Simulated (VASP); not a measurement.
# Ru (Pm-3m) in VASP: further runs

Ru is run at these levels: PBE; tasks: single point, relaxation of cell and atoms.

Everything below comes from runs of VASP 6.6.1. Logs are shortened: lines on timing, memory, paths and dates and some standing lists are left out, and cuts for length are marked.

## 1. The cell of the first run

Symmetry: Pm-3m, No. 221, cubic system. The conventional cell has a = 2.511 Å, b = 2.511 Å, c = 2.511 Å, α = 90.00°, β = 90.00°, γ = 90.00°. Ru (site symmetry m-3m) has 6 Ru at 2.51 Å within 3.3 Å.

This isn't the form of Ru at room conditions, which is hcp.

## 2. Single point, PBE

INCAR reads:

```
SYSTEM = Ru
ALGO = Normal ; EDIFF = 1E-6
ENCUT = 520 ; GGA = PE
ISIF = 2 ; ISMEAR = -1
LASPH = .TRUE. ; LCHARG = .FALSE.
LREAL = .FALSE. ; LWAVE = .FALSE.
NBANDS = 13 ; NELM = 100
PREC = Accurate ; SIGMA = 0.05
```

KPOINTS reads:

```
k-points
0
G
  16 16 16
  0 0 0
```

POSCAR reads:

```
Ru
1.0
    2.5110405780      0.0000000000      0.0000000000
    0.0000000000      2.5110405780      0.0000000000
    0.0000000000      0.0000000000      2.5110405780
Ru
1
Direct
    0.0000000000      0.0000000000      0.0000000000
```

Potentials or basis: VASP PAW PBE potentials, release 64 (Ru_pv).

Launch:

```bash
$ cat potpaw_PBE.64/Ru_pv/POTCAR > POTCAR
$ mpirun -np 1 vasp_std > vasp.out
```

OUTCAR:

```text
SYSTEM = Ru
   EDIFF = 1E-6
   ENCUT = 520
   GGA = PE
   ISIF = 2
   ISMEAR = -1
   LASPH = .TRUE.
   LREAL = .FALSE.
   NELM = 100
   PREC = Accurate

 ion  position               nearest neighbor table
   1  0.000  0.000  0.000-

  LATTYP: Found a simple cubic cell.
 ALAT       =     2.5110405780

  Lattice vectors:

 A1 = (   2.5110405780,   0.0000000000,   0.0000000000)
 A2 = (   0.0000000000,   2.5110405780,   0.0000000000)
 A3 = (   0.0000000000,   0.0000000000,   2.5110405780)

Analysis of symmetry for initial positions (statically):
=====================================================================
 Subroutine PRICEL returns:
 Original cell was already a primitive cell.

 Routine SETGRP: Setting up the symmetry group for a
 simple cubic supercell.

 Subroutine GETGRP returns: Found 48 space group operations
 (whereof 48 operations were pure point group operations)
 out of a pool of 48 trial point group operations.

The static configuration has the point symmetry O_h .

Analysis of symmetry for dynamics (positions and initial velocities):
=====================================================================
 Subroutine PRICEL returns:
 Original cell was already a primitive cell.

 Routine SETGRP: Setting up the symmetry group for a
 simple cubic supercell.

 Subroutine GETGRP returns: Found 48 space group operations
 (whereof 48 operations were pure point group operations)
 out of a pool of 48 trial point group operations.

The dynamic configuration has the point symmetry O_h .

 Subroutine INISYM returns: Found 48 space group operations
 (whereof 48 operations are pure point group operations),
 and found     1 'primitive' translations

----------------------------------------------------------------------------------------

                                     Primitive cell

  volume of cell :      15.8329

  direct lattice vectors                    reciprocal lattice vectors
     2.511040578  0.000000000  0.000000000     0.398241274  0.000000000  0.000000000
     0.000000000  2.511040578  0.000000000     0.000000000  0.398241274  0.000000000
     0.000000000  0.000000000  2.511040578     0.000000000  0.000000000  0.398241274

  length of vectors
     2.511040578  2.511040578  2.511040578     0.398241274  0.398241274  0.398241274

  position of ions in fractional coordinates (direct lattice)
     0.000000000  0.000000000  0.000000000

  ion indices of the primitive-cell ions
   primitive index   ion index
                 1           1

----------------------------------------------------------------------------------------

 KPOINTS: k-points

Automatic generation of k-mesh.
 Grid dimensions read from file:
 generate k-points for:   16   16   16

 Generating k-lattice:

  Cartesian coordinates                     Fractional coordinates (reciprocal lattice)
     0.024890080  0.000000000  0.000000000     0.062500000  0.000000000  0.000000000
     0.000000000  0.024890080  0.000000000     0.000000000  0.062500000  0.000000000
     0.000000000  0.000000000  0.024890080     0.000000000  0.000000000  0.062500000

  Length of vectors
     0.024890080  0.024890080  0.024890080

  Shift w.r.t. Gamma in fractional coordinates (k-lattice)
     0.000000000  0.000000000  0.000000000

 Subroutine IBZKPT returns following result:
 ===========================================

 Found    165 irreducible k-points:

 Following reciprocal coordinates:
            Coordinates               Weight
  0.000000  0.000000  0.000000      1.000000
  0.062500  0.000000  0.000000      6.000000
  0.125000  0.000000  0.000000      6.000000
  0.187500  0.000000  0.000000      6.000000
  0.250000  0.000000  0.000000      6.000000
  0.312500  0.000000  0.000000      6.000000
[... 16 lines left out ...]
  0.437500  0.125000  0.000000     24.000000
  0.500000  0.125000  0.000000     12.000000
 [... further k-points ...]
   k-points           NKPTS =    165   k-points in BZ     NKDIM =    165   number of bands    NBANDS=     13
   number of dos      NEDOS =    301   number of ions     NIONS =      1
   total plane-waves  NPLWV =   8000
   dimension x,y,z NGX =    20 NGY =   20 NGZ =   20
   dimension x,y,z NGXF=    40 NGYF=   40 NGZF=   40
   ions per type =               1
   NGX,Y,Z   is equivalent  to a cutoff of  13.24, 13.24, 13.24 a.u.
   NGXF,Y,Z  is equivalent  to a cutoff of  26.48, 26.48, 26.48 a.u.
 SYSTEM =  Ru
   PREC   = accura    normal or accurate (medium, high low for compatibility)
   ISTART =      0    job   : 0-new  1-cont  2-samecut
   ICHARG =      2    charge: 1-file 2-atom 10-const
   ISPIN  =      1    spin polarized calculation?
   LNONCOLLINEAR =      F non collinear calculations
   LSORBIT =      F    spin-orbit coupling
   LASPH  =      T    aspherical Exc in radial PAW
   ENCUT  =  520.0 eV  38.22 Ry    6.18 a.u.   4.67  4.67  4.67*2*pi/ulx,y,z
   NELM   =    100;   NELMIN=  2; NELMDL= -5     # of ELM steps
   EDIFF  = 0.1E-05   stopping-criterion for ELM
   LREAL  =      F    real-space projection
   EDIFFG = 0.1E-04   stopping-criterion for IOM
   NSW    =      0    number of steps for IOM
   IBRION =     -1    ionic relax: 0-MD 1-quasi-New 2-CG
   NFREE  =      0    steps in history (QN), initial steepest desc. (CG)
   ISIF   =      2    stress and relaxation
   ISYM   =      2    0-nonsym 1-usesym 2-fastsym
   POTIM  = 0.5000    time-step for ionic-motion
   TEBEG  =    0.0;   TEEND  =   0.0 temperature during run
   PSTRESS=    0.0 pullay stress
   NELECT =      14.0000    total number of electrons
   NUPDOWN=      -1.0000    fix difference up-down
   EMIN   =  10.00;   EMAX   =-10.00  energy-range for DOS
   EFERMI =   0.00;   METHOD = LEGACY
   ISMEAR =    -1;   SIGMA  =   0.05  broadening in eV -4-tet -1-fermi 0-gaus
   EFERMI_NEDOS =   21; number of points for ismear=-14 and -15
   IALGO  =     38    algorithm
   IMIX   =      4    mixing-type and parameters
     AMIX     =   0.40;   BMIX     =  1.00
     AMIX_MAG =   1.60;   BMIX_MAG =  1.00
  volume/ion in A,a.u.               =      15.83       106.85
  Fermi-wavevector in a.u.,A,eV,Ry     =   1.571317  2.969358 33.593285  2.469037
  Thomas-Fermi vector in A             =   2.672919
   LORBIT       =      0    0 simple, 1 ext, 2 COOP (PROOUT), +10 PAW based schemes
   GGA     = PE    functional components
   LHFCALC =     F    Hartree Fock is set to
   AEXX    =    0.0000 exact exchange contribution
   IVDW    =     0    specifies the selected vdW correction
   LEPSILON=     F    determine dielectric tensor
   LRPA    =     F    only Hartree local field effects (RPA)
 non-spin polarized calculation
  energy-cutoff  :      520.00
  volume of cell :       15.83
 maximum number of plane-waves:       449
 NGX is ok and might be reduce to    20
   NGX =  9   NGY =  9   NGZ =  9

 number of electron      13.9999997 magnetization

 Free energy of the ion-electron system (eV)
  ---------------------------------------------------
  ext. energy  EPLUGINS =         0.00000000
  ---------------------------------------------------
  free energy    TOTEN  =        -8.10769134 eV

  energy without entropy =       -8.09689373  energy(sigma->0) =       -8.10229254

 E-fermi :  10.5042     XC(G=0): -13.0221

 val. band max:       10.4792894031   @ k =   0.4375   0.2500   0.1875
 cond. band min:      10.5097845318   @ k =   0.3125   0.3125   0.0625
 fundamental gap:      0.0304951287
 Fermi energy:        10.5042051178

 k-point     1 :       0.0000    0.0000    0.0000
  band No.  band energies     occupation
      1     -31.9067      2.00000
      2     -31.9067      2.00000
      3     -31.9067      2.00000
      4       3.3709      2.00000
      5       5.1801      2.00000
      6       5.1801      2.00000
      7      12.1054      0.00000
      8      12.1054      0.00000
      9      12.1054      0.00000
     10      21.4358      0.00000
     11      27.1375      0.00000
     12      27.1375      0.00000
     13      27.1375      0.00000

 k-point     2 :       0.0625    0.0000    0.0000
  band No.  band energies     occupation
      1     -31.9486      2.00000
      2     -31.9031      2.00000
      3     -31.9031      2.00000
      4       3.4906      2.00000
      5       5.2063      2.00000
      6       5.3008      2.00000
      7      11.9809      0.00000
      8      11.9809      0.00000
      9      12.1148      0.00000
     10      21.4357      0.00000
     11      26.3964      0.00000
     12      27.3593      0.00000
     13      27.3593      0.00000

 k-point     3 :       0.1250    0.0000    0.0000
  band No.  band energies     occupation
      1     -32.0670      2.00000
      2     -31.8931      2.00000
      3     -31.8931      2.00000
      4       3.8159      2.00000
      5       5.2819      2.00000
      6       5.6769      2.00000
      7      11.6424      0.00000
      8      11.6424      0.00000
      9      12.1418      0.00000
     10      21.4356      0.00000
     11      24.7920      0.00000
     12      27.9838      0.00000
     13      27.9838      0.00000

 k-point     4 :       0.1875    0.0000    0.0000
  band No.  band energies     occupation
      1     -32.2417      2.00000
      2     -31.8780      2.00000
      3     -31.8780      2.00000
      4       4.2635      2.00000
      5       5.3975      2.00000
      6       6.3297      2.00000
      7      11.1724      0.00000
      8      11.1724      0.00000
      9      12.1825      0.00000
     10      21.4352      0.00000
     11      23.0083      0.00000
     12      28.9108      0.00000
     13      28.9108      0.00000

 k-point     5 :       0.2500    0.0000    0.0000
  band No.  band energies     occupation
      1     -32.4438      2.00000
      2     -31.8602      2.00000
      3     -31.8602      2.00000
      4       4.7523      2.00000
      5       5.5379      2.00000
      6       7.2326      2.00000
      7      10.6640      0.07862
      8      10.6640      0.07862
      9      12.2309      0.00000
     10      21.3144      0.00000
     11      21.4463      0.00000
     12      29.6571      0.00000
     13      30.0220      0.00000
[... 257 lines left out ...]
 k-point    22 :       0.3750    0.1250    0.0000
  band No.  band energies     occupation
      1     -32.7876      2.00000
      2     -31.9812      2.00000
      3     -31.8140      2.00000
      4       5.8564      2.00000
      5       6.4141      2.00000
      6       8.0812      2.00000
      7       9.8913      1.99999
      8      10.8694      0.00135
      9      11.9124      0.00000
     10      19.0720      0.00000
     11      21.4365      0.00000
     12      27.6007      0.00000
     13      29.7569      0.00000

 k-point    23 :       0.4375    0.1250    0.0000
  band No.  band energies     occupation
      1     -32.8957      2.00000
      2     -31.9703      2.00000
      3     -31.8039      2.00000
      4       6.0427      2.00000
      5       6.6760      2.00000
      6       7.9036      2.00000
      7       9.6579      2.00000
      8      11.6410      0.00000
      9      11.9457      0.00000
     10      18.1517      0.00000
     11      21.4363      0.00000
     12      27.3769      0.00000
     13      30.2693      0.00000

 k-point    24 :       0.5000    0.1250    0.0000
  band No.  band energies     occupation
      1     -32.9334      2.00000
      2     -31.9664      2.00000
      3     -31.8004      2.00000
      4       6.1004      2.00000
      5       6.8099      2.00000
      6       7.7885      2.00000
      7       9.5778      2.00000
      8      11.9574      0.00000
      9      11.9863      0.00000
     10      17.7983      0.00000
     11      21.4363      0.00000
     12      27.2669      0.00000
     13      30.7297      0.00000

 [... further k-points ...]

------------------------ aborting loop because EDIFF is reached ----------------------------------------

  FORCE on cell =-STRESS in cart. coord.  units (eV):
  Direction    XX          YY          ZZ          XY          YZ          ZX
  --------------------------------------------------------------------------------------
  -------------------------------------------------------------------------------------
  Total        0.0088434      0.0088434      0.0088434     -0.0000000     -0.0000000     -0.0000000
  in kB        0.8948837      0.8948837      0.8948837     -0.0000000     -0.0000000     -0.0000000
  external PRESSURE =       0.8948837 kB  Pullay stress =       0.0000000 kB

 VOLUME and BASIS-vectors are now :
 -----------------------------------------------------------------------------
  energy-cutoff  :      520.00
  volume of cell :       15.83
      direct lattice vectors                 reciprocal lattice vectors
     2.511040578  0.000000000  0.000000000     0.398241274  0.000000000  0.000000000
     0.000000000  2.511040578  0.000000000     0.000000000  0.398241274  0.000000000
     0.000000000  0.000000000  2.511040578     0.000000000  0.000000000  0.398241274

 POSITION                                       TOTAL-FORCE (eV/Angst)
 -----------------------------------------------------------------------------------
      0.00000      0.00000      0.00000         0.000000      0.000000      0.000000
 -----------------------------------------------------------------------------------
    total drift:                               -0.000000      0.000000      0.000000

  FREE ENERGIE OF THE ION-ELECTRON SYSTEM (eV)
  ---------------------------------------------------
  free  energy   TOTEN  =        -8.1076913412 eV

  energy  without entropy=       -8.0968937345  energy(sigma->0) =       -8.10229254
```

It took 13 s on 1 thread of Intel Xeon Platinum 8488C (Sapphire Rapids), shared host; peak memory 0.15 GiB.

Results:

* Free energy: -8.1077 eV
* Pressure: 0.1 GPa
* Band gap on the k mesh: zero (bands 7 and 8 overlap by 4.79 eV)

Caveat: an empty level that is flat over the whole mesh can mark a ghost state of the potentials, or a narrow d or f band.

(Continued in part 2 of 2.)
